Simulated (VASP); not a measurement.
# Ge4P (F-43m) in VASP: notebook

The runs below take Ge4P through single point, with PBE.

Everything below comes from runs of VASP 6.6.1. Logs are shortened: lines on timing, memory, paths and dates and some standing lists are left out, and cuts for length are marked.

**1. The cell of the first run**

Symmetry: F-43m, No. 216, cubic system. Conventional cell: a = 7.226 Å, b = 7.226 Å, c = 7.226 Å, α = 90.00°, β = 90.00°, γ = 90.00°. Within 3.2 Å of Ge (site symmetry 3m) lie 6 Ge at 2.44 to 2.67 Å and 3 P at 2.98 Å. P (site symmetry -43m) has 12 Ge at 2.98 Å within 3.9 Å.

The cell was generated, and may not be a known phase.

**2. Single point, PBE**

The input, INCAR:

```
SYSTEM = Ge4P
  PREC = Accurate
  ENCUT = 520
  EDIFF = 1E-6
  ISMEAR = 0
  SIGMA = 0.1
  LREAL = .FALSE.
  LASPH = .TRUE.
  NELM = 60
  ALGO = Normal
  ISIF = 2
  LWAVE = .FALSE.
  LCHARG = .FALSE.
  GGA = PE
  NBANDS = 38
```

The input, KPOINTS:

```
regular mesh
0
G
  4 4 4
  0 0 0
```

The input, POSCAR:

```
Ge4P
1.0
    0.0000000000      3.6131708100      3.6131708100
    3.6131708100      0.0000000000      3.6131708100
    3.6131708100      3.6131708100      0.0000000000
Ge P
4 1
Direct
    0.8804454800      0.8804454800      0.8804454800
    0.8804454800      0.8804454800      0.3586635500
    0.8804454800      0.3586635500      0.8804454800
    0.3586635500      0.8804454800      0.8804454800
    0.2500000000      0.2500000000      0.2500000000
```

Potentials or basis: VASP PAW PBE potentials, release 64 (Ge_d, P).

On the command line:

```console
> cat potpaw_PBE.64/Ge_d/POTCAR potpaw_PBE.64/P/POTCAR > POTCAR
> mpirun -np 1 vasp_std > vasp.out
```

OUTCAR:

```text
SYSTEM = Ge4P
   PREC = Accurate
   ENCUT = 520
   EDIFF = 1E-6
   ISMEAR = 0
   LREAL = .FALSE.
   LASPH = .TRUE.
   NELM = 60
   ISIF = 2
   GGA = PE

 ion  position               nearest neighbor table
   1  0.880  0.880  0.880-   2 2.44   3 2.44   4 2.44   2 2.67   3 2.67   4 2.67
   2  0.880  0.880  0.359-   1 2.44   3 2.44   4 2.44   1 2.67   3 2.67   4 2.67
   3  0.880  0.359  0.880-   1 2.44   2 2.44   4 2.44   2 2.67   1 2.67   4 2.67
   4  0.359  0.880  0.880-   1 2.44   2 2.44   3 2.44   1 2.67   2 2.67   3 2.67
   5  0.250  0.250  0.250-

  LATTYP: Found a face centered cubic cell.
 ALAT       =     7.2263416200

  Lattice vectors:

 A1 = (   0.0000000000,   3.6131708100,   3.6131708100)
 A2 = (   3.6131708100,   0.0000000000,   3.6131708100)
 A3 = (   3.6131708100,   3.6131708100,   0.0000000000)

Analysis of symmetry for initial positions (statically):
=====================================================================
 Subroutine PRICEL returns:
 Original cell was already a primitive cell.

 Routine SETGRP: Setting up the symmetry group for a
 face centered cubic supercell.

 Subroutine GETGRP returns: Found 24 space group operations
 (whereof 24 operations were pure point group operations)
 out of a pool of 48 trial point group operations.

The static configuration has the point symmetry T_d .

Analysis of symmetry for dynamics (positions and initial velocities):
=====================================================================
 Subroutine PRICEL returns:
 Original cell was already a primitive cell.

 Routine SETGRP: Setting up the symmetry group for a
 face centered cubic supercell.

 Subroutine GETGRP returns: Found 24 space group operations
 (whereof 24 operations were pure point group operations)
 out of a pool of 48 trial point group operations.

The dynamic configuration has the point symmetry T_d .

 Subroutine INISYM returns: Found 24 space group operations
 (whereof 24 operations are pure point group operations),
 and found     1 'primitive' translations

----------------------------------------------------------------------------------------

                                     Primitive cell

  volume of cell :      94.3399

  direct lattice vectors                    reciprocal lattice vectors
     0.000000000  3.613170810  3.613170810    -0.138382608  0.138382608  0.138382608
     3.613170810  0.000000000  3.613170810     0.138382608 -0.138382608  0.138382608
[... 74 lines left out ...]
   EDIFF  = 0.1E-05   stopping-criterion for ELM
   LREAL  =      F    real-space projection
   EDIFFG = 0.1E-04   stopping-criterion for IOM
   NSW    =      0    number of steps for IOM
   IBRION =     -1    ionic relax: 0-MD 1-quasi-New 2-CG
   NFREE  =      0    steps in history (QN), initial steepest desc. (CG)
   ISIF   =      2    stress and relaxation
   ISYM   =      2    0-nonsym 1-usesym 2-fastsym
   POTIM  = 0.5000    time-step for ionic-motion
   TEBEG  =    0.0;   TEEND  =   0.0 temperature during run
   PSTRESS=    0.0 pullay stress
   NELECT =      61.0000    total number of electrons
   NUPDOWN=      -1.0000    fix difference up-down
   EMIN   =  10.00;   EMAX   =-10.00  energy-range for DOS
   EFERMI =   0.00;   METHOD = LEGACY
   ISMEAR =     0;   SIGMA  =   0.10  broadening in eV -4-tet -1-fermi 0-gaus
   EFERMI_NEDOS =   21; number of points for ismear=-14 and -15
   IALGO  =     38    algorithm
   IMIX   =      4    mixing-type and parameters
     AMIX     =   0.40;   BMIX     =  1.00
     AMIX_MAG =   1.60;   BMIX_MAG =  1.00
  volume/ion in A,a.u.               =      18.87       127.33
  Fermi-wavevector in a.u.,A,eV,Ry     =   1.415640  2.675172 27.266589  2.004038
  Thomas-Fermi vector in A             =   2.537058
   LORBIT       =      0    0 simple, 1 ext, 2 COOP (PROOUT), +10 PAW based schemes
   GGA     = PE    functional components
   LHFCALC =     F    Hartree Fock is set to
   AEXX    =    0.0000 exact exchange contribution
   IVDW    =     0    specifies the selected vdW correction
   LEPSILON=     F    determine dielectric tensor
   LRPA    =     F    only Hartree local field effects (RPA)
 non-spin polarized calculation
 Gauss-broadening in eV      SIGMA  =   0.10
  energy-cutoff  :      520.00
  volume of cell :       94.34
 maximum number of plane-waves:      2637
 NGX is ok and might be reduce to    40
   NGX = 19   NGY = 19   NGZ = 19

 number of electron      60.9999996 magnetization

 Free energy of the ion-electron system (eV)
  ---------------------------------------------------
  ext. energy  EPLUGINS =         0.00000000
  ---------------------------------------------------
  free energy    TOTEN  =       -18.84215080 eV

  energy without entropy =      -18.80548305  energy(sigma->0) =      -18.82381693

 E-fermi :   6.6938     XC(G=0): -10.7527

 val. band max:        6.6671073690   @ k =   0.5000   0.2500   0.0000
 cond. band min:       6.7731588097   @ k =   0.5000   0.2500   0.0000
 fundamental gap:      0.1060514407
 Fermi energy:         6.6938104974

 k-point     1 :       0.0000    0.0000    0.0000
  band No.  band energies     occupation
      1     -18.6560      2.00000
      2     -18.5135      2.00000
      3     -18.5135      2.00000
      4     -18.5135      2.00000
      5     -18.4968      2.00000
      6     -18.4968      2.00000
[... 317 lines left out ...]
     37      12.0231      0.00000
     38      12.4677      0.00000

------------------------ aborting loop because EDIFF is reached ----------------------------------------

  FORCE on cell =-STRESS in cart. coord.  units (eV):
  Direction    XX          YY          ZZ          XY          YZ          ZX
  --------------------------------------------------------------------------------------
  -------------------------------------------------------------------------------------
  Total       10.0832206     10.0832206     10.0832206      0.0000000     -0.0000000      0.0000000
  in kB      171.2436103    171.2436103    171.2436103      0.0000000     -0.0000000      0.0000000
  external PRESSURE =     171.2436103 kB  Pullay stress =       0.0000000 kB

 VOLUME and BASIS-vectors are now :
 -----------------------------------------------------------------------------
  energy-cutoff  :      520.00
  volume of cell :       94.34
      direct lattice vectors                 reciprocal lattice vectors
     0.000000000  3.613170810  3.613170810    -0.138382608  0.138382608  0.138382608
     3.613170810  0.000000000  3.613170810     0.138382608 -0.138382608  0.138382608
     3.613170810  3.613170810  0.000000000     0.138382608  0.138382608 -0.138382608

 POSITION                                       TOTAL-FORCE (eV/Angst)
 -----------------------------------------------------------------------------------
      6.36240      6.36240      6.36240        -1.656247     -1.656247     -1.656247
      4.47711      4.47711      6.36240         1.656247      1.656247     -1.656247
      4.47711      6.36240      4.47711         1.656247     -1.656247      1.656247
      6.36240      4.47711      4.47711        -1.656247      1.656247      1.656247
      1.80659      1.80659      1.80659        -0.000000     -0.000000     -0.000000
 -----------------------------------------------------------------------------------
    total drift:                                0.000039      0.000039      0.000039

  FREE ENERGIE OF THE ION-ELECTRON SYSTEM (eV)
  ---------------------------------------------------
  free  energy   TOTEN  =       -18.8421507975 eV

  energy  without entropy=      -18.8054830533  energy(sigma->0) =      -18.82381693
```

OSZICAR:

```text
N       E                     dE             d eps       ncg     rms          rms(c)
DAV:   1     0.599668133247E+03    0.59967E+03   -0.29428E+04   712   0.434E+03
DAV:   2     0.886722392013E+02   -0.51100E+03   -0.49451E+03   608   0.917E+02
DAV:   3    -0.124011495517E+02   -0.10107E+03   -0.98204E+02   686   0.220E+02
DAV:   4    -0.188924367781E+02   -0.64913E+01   -0.64335E+01   698   0.644E+01
DAV:   5    -0.190566850973E+02   -0.16425E+00   -0.16415E+00   676   0.111E+01    0.482E+00
DAV:   6    -0.188987240910E+02    0.15796E+00   -0.15865E-01   768   0.332E+00    0.277E+00
DAV:   7    -0.188390164702E+02    0.59708E-01   -0.19064E-01   662   0.331E+00    0.342E-01
DAV:   8    -0.188413772542E+02   -0.23608E-02   -0.40214E-02   688   0.210E+00    0.164E-01
DAV:   9    -0.188418110762E+02   -0.43382E-03   -0.22629E-03   758   0.326E-01    0.115E-01
DAV:  10    -0.188420576136E+02   -0.24654E-03   -0.32389E-04   672   0.846E-02    0.285E-02
DAV:  11    -0.188421461828E+02   -0.88569E-04   -0.16253E-04   690   0.820E-02    0.120E-02
DAV:  12    -0.188421470796E+02   -0.89681E-06   -0.31906E-05   726   0.829E-02    0.937E-03
DAV:  13    -0.188421503000E+02   -0.32203E-05   -0.71291E-06   534   0.176E-02    0.218E-03
DAV:  14    -0.188421507975E+02   -0.49752E-06   -0.12360E-06   474   0.104E-02
   1 F= -.18842151E+02 E0= -.18823817E+02  d E =-.366677E-01
```

It took 17 s on 1 thread of Intel Xeon 6975P-C (Granite Rapids), shared host; peak memory 0.23 GiB.

Results:

```
Free energy            : -18.8422 eV
Pressure               : 17.1 GPa
Largest force          : 2.869 eV/Å
Band gap on the k mesh : zero (an odd number of electrons rules out a gap without spin polarisation)
```

Forces in eV/Å, atoms in the order of the input:
```
Ge  -1.656 -1.656 -1.656
Ge   1.656  1.656 -1.656
Ge   1.656 -1.656  1.656
Ge  -1.656  1.656  1.656
P    0.000  0.000  0.000
```

Caveat: the k points lie up to 0.38 Å⁻¹ apart, too coarse for converged energies and pressures of a metal; forces of over 1 eV/Å act on the atoms, so gaps and moduli don't describe the material at rest.

**3. Single point, PBE**

This run uses another cell than the first one, of 22.59 Å³/atom.

The input, INCAR:

```
ALGO = Normal ; EDIFF = 1E-6
ENCUT = 520 ; GGA = PE
ISIF = 2 ; ISMEAR = 0
LASPH = T ; LCHARG = F
LREAL = F ; LWAVE = F
NBANDS = 38 ; NELM = 100
PREC = Accurate ; SIGMA = 0.1
```

The input, KPOINTS:

```
k-points
0
Gamma
  4 4 4
```

The input, POSCAR:

```
Ge4P
1.0
    0.0000000000      3.8364233413      3.8364233413
    3.8364233413      0.0000000000      3.8364233413
    3.8364233413      3.8364233413      0.0000000000
Ge P
4 1
Direct
    0.8745778725      0.8745778725      0.8745778725
    0.8745778725      0.8745778725      0.3762663824
    0.8745778725      0.3762663824      0.8745778725
    0.3762663824      0.8745778725      0.8745778725
    0.2500000000      0.2500000000      0.2500000000
```

Potentials or basis: VASP PAW PBE potentials, release 64 (Ge_d, P).

On the command line:

```console
> cat potpaw_PBE.64/Ge_d/POTCAR potpaw_PBE.64/P/POTCAR > POTCAR
> mpirun -np 1 vasp_std > vasp.out
```

Wall time 18 s (1 thread of Intel Xeon 6975P-C (Granite Rapids), shared host); peak memory 0.23 GiB.

The run converged. Its results:

* Free energy: -20.0280 eV
* Pressure: 0.2 GPa
* Largest force: 0.004 eV/Å
* Band gap on the k mesh: zero (an odd number of electrons rules out a gap without spin polarisation)

Forces on the atoms (eV/Å):
```
Ge  -0.002 -0.002 -0.002
Ge   0.002  0.002 -0.002
Ge   0.002 -0.002  0.002
Ge  -0.002  0.002  0.002
P    0.000  0.000  0.000
```

Levels at points of the mesh, in eV from the Fermi level:
```
           k point  band 27  band 28  band 29  band 30  band 31  band 32  band 33  band 34  band 35  band 36
(0.00, 0.00, 0.00)    -4.00    -4.00    -4.00    -1.25    -1.25    -0.19    -0.19    -0.19     3.98     7.07
(0.50, 0.00, 0.00)    -3.69    -3.69    -0.66    -0.16    -0.16     1.12     1.12     1.68     2.47     3.40
(0.50, 0.50, 0.00)    -2.00    -1.03    -1.03     0.28     1.02     1.02     1.04     1.58     1.60     1.90
```

**4. Single point, PBE**

This run uses another cell than the first one, of 22.79 Å³/atom.

The input, INCAR:

```
SYSTEM = Ge4P
ALGO = Normal ; EDIFF = 1E-7
ENCUT = 520 ; GGA = PE
ISIF = 2 ; ISMEAR = 0
LASPH = .True. ; LCHARG = .False.
LREAL = .False. ; LWAVE = .False.
NBANDS = 38 ; NELM = 100
PREC = Accurate ; SIGMA = 0.1
```

The input, KPOINTS:

```
k-points
0
Gamma
  8 8 8
  0 0 0
```

The input, POSCAR:

```
Ge4P
1.0
    0.0000000000      3.8478827546      3.8478827546
    3.8478827546      0.0000000000      3.8478827546
    3.8478827546      3.8478827546      0.0000000000
Ge P
4 1
Direct
    0.1252258087      0.6243225738      0.1252258087
    0.1252258087      0.1252258087      0.1252258087
    0.6243225738      0.1252258087      0.1252258087
    0.1252258087      0.1252258087      0.6243225738
    0.7500000000      0.7500000000      0.7500000000
```

Potentials or basis: VASP PAW PBE potentials, release 64 (Ge_d, P).

On the command line:

```console
> cat potpaw_PBE.64/Ge_d/POTCAR potpaw_PBE.64/P/POTCAR > POTCAR
> mpirun -np 1 vasp_std > vasp.out
```

OUTCAR:

```text
SYSTEM = Ge4P
   EDIFF = 1E-7
   ENCUT = 520
   GGA = PE
   ISIF = 2
   ISMEAR = 0
   LASPH = .True.
   LREAL = .False.
   NELM = 100
   PREC = Accurate

 ion  position               nearest neighbor table
   1  0.125  0.624  0.125-   2 2.72   3 2.72   4 2.72   4 2.73   2 2.73   3 2.73
   2  0.125  0.125  0.125-   1 2.72   3 2.72   4 2.72   4 2.73   1 2.73   3 2.73
   3  0.624  0.125  0.125-   1 2.72   2 2.72   4 2.72   2 2.73   4 2.73   1 2.73
   4  0.125  0.125  0.624-   1 2.72   2 2.72   3 2.72   2 2.73   1 2.73   3 2.73
   5  0.750  0.750  0.750-
[... 1188 lines left out ...]
  -------------------------------------------------------------------------------------
  Total        0.0087966      0.0087966      0.0087966      0.0000000      0.0000000      0.0000000
  in kB        0.1236883      0.1236883      0.1236883      0.0000000      0.0000000      0.0000000
  external PRESSURE =       0.1236883 kB  Pullay stress =       0.0000000 kB

 VOLUME and BASIS-vectors are now :
 -----------------------------------------------------------------------------
  energy-cutoff  :      520.00
  volume of cell :      113.95
      direct lattice vectors                 reciprocal lattice vectors
     0.000000000  3.847882755  3.847882755    -0.129941589  0.129941589  0.129941589
     3.847882755  0.000000000  3.847882755     0.129941589 -0.129941589  0.129941589
     3.847882755  3.847882755  0.000000000     0.129941589  0.129941589 -0.129941589

 POSITION                                       TOTAL-FORCE (eV/Angst)
 -----------------------------------------------------------------------------------
      2.88417      0.96371      2.88417        -0.002358      0.002358     -0.002358
      0.96371      0.96371      0.96371         0.002358      0.002358      0.002358
      0.96371      2.88417      2.88417         0.002358     -0.002358     -0.002358
      2.88417      2.88417      0.96371        -0.002358     -0.002358      0.002358
      5.77182      5.77182      5.77182         0.000000      0.000000      0.000000
 -----------------------------------------------------------------------------------
    total drift:                                0.000000      0.000000      0.000001

  FREE ENERGIE OF THE ION-ELECTRON SYSTEM (eV)
  ---------------------------------------------------
  free  energy   TOTEN  =       -20.1013270653 eV

  energy  without entropy=      -20.0823885824  energy(sigma->0) =      -20.09185782
```

OSZICAR:

```text
N       E                     dE             d eps       ncg     rms          rms(c)
DAV:   1     0.604395868913E+03    0.60440E+03   -0.29598E+04  2640   0.405E+03
DAV:   2     0.877247112892E+02   -0.51667E+03   -0.50093E+03  2204   0.942E+02
DAV:   3    -0.135650173502E+02   -0.10129E+03   -0.98558E+02  2456   0.218E+02
DAV:   4    -0.200424105881E+02   -0.64774E+01   -0.64026E+01  2558   0.617E+01
DAV:   5    -0.202129281713E+02   -0.17052E+00   -0.17042E+00  2466   0.112E+01    0.328E+00
DAV:   6    -0.201308869308E+02    0.82041E-01   -0.11491E-01  2792   0.299E+00    0.185E+00
DAV:   7    -0.200982473609E+02    0.32640E-01   -0.10581E-01  2518   0.261E+00    0.205E-01
DAV:   8    -0.201002766627E+02   -0.20293E-02   -0.20433E-02  2500   0.155E+00    0.155E-01
DAV:   9    -0.201010810301E+02   -0.80437E-03   -0.31591E-03  2634   0.639E-01    0.586E-02
DAV:  10    -0.201012250507E+02   -0.14402E-03   -0.59530E-04  2498   0.297E-01    0.378E-02
DAV:  11    -0.201013048688E+02   -0.79818E-04   -0.10773E-04  2756   0.701E-02    0.109E-02
DAV:  12    -0.201013254590E+02   -0.20590E-04   -0.31248E-05  2446   0.290E-02    0.501E-03
DAV:  13    -0.201013269681E+02   -0.15091E-05   -0.48927E-06  2436   0.163E-02    0.152E-03
DAV:  14    -0.201013270910E+02   -0.12287E-06   -0.69460E-07  2034   0.726E-03    0.520E-04
DAV:  15    -0.201013270653E+02    0.25670E-07   -0.13419E-07  1696   0.186E-03
   1 F= -.20101327E+02 E0= -.20091858E+02  d E =-.189385E-01
```

Run time: 53 s. Hardware: 1 thread of Intel Xeon 6975P-C (Granite Rapids), shared host; peak memory 0.27 GiB.

Results:

```yaml
Free_energy: -20.1013 eV
Pressure: 0.0 GPa
Largest_force: 0.004 eV/Å
Band_gap_on_the_k_mesh: zero (an odd number of electrons rules out a gap without spin polarisation)
```

Forces on the atoms (eV/Å):
```
Ge  -0.002  0.002 -0.002
Ge   0.002  0.002  0.002
Ge   0.002 -0.002 -0.002
Ge  -0.002 -0.002  0.002
P    0.000  0.000  0.000
```

Levels at points of the mesh, in eV from the Fermi level:
```tsv
k point	band 29	band 30	band 31	band 32	band 33	band 34
(0.00, 0.00, 0.00)	-3.84	-1.08	-1.08	-0.08	-0.08	-0.08
(0.50, 0.00, 0.00)	-0.56	-0.03	-0.03	1.26	1.26	1.83
(0.50, 0.50, 0.00)	-0.95	0.36	1.18	1.18	1.20	1.72
```

**5. Summary**

```csv
cell,k mesh,gap on the mesh (eV),pressure (GPa)
"a = 5.110 Å, angles 60.0°, 5 atoms, atomic positions A",4 × 4 × 4,none,17.1
"a = 5.426 Å, angles 60.0°, 5 atoms, atomic positions B",4 × 4 × 4,none,0.2
"a = 5.442 Å, angles 60.0°, 5 atoms, atomic positions C",8 × 8 × 8,none,0.0
```

Alike in all rows: task single point; level PBE; potentials or basis VASP PAW PBE potentials, release 64 (Ge_d, P); no spin polarisation; cutoff (eV) 520; smearing gaussian 0.1 eV.

Caveats: some runs use coarse meshes; forces of over 1 eV/Å act on the atoms, so gaps and moduli don't describe the material at rest (at least some runs).

Total energies depend on the potentials used, so only differences within one code and one set of settings carry meaning.

The gap in the log of VASP goes by the Fermi energy; the results here count the filled bands.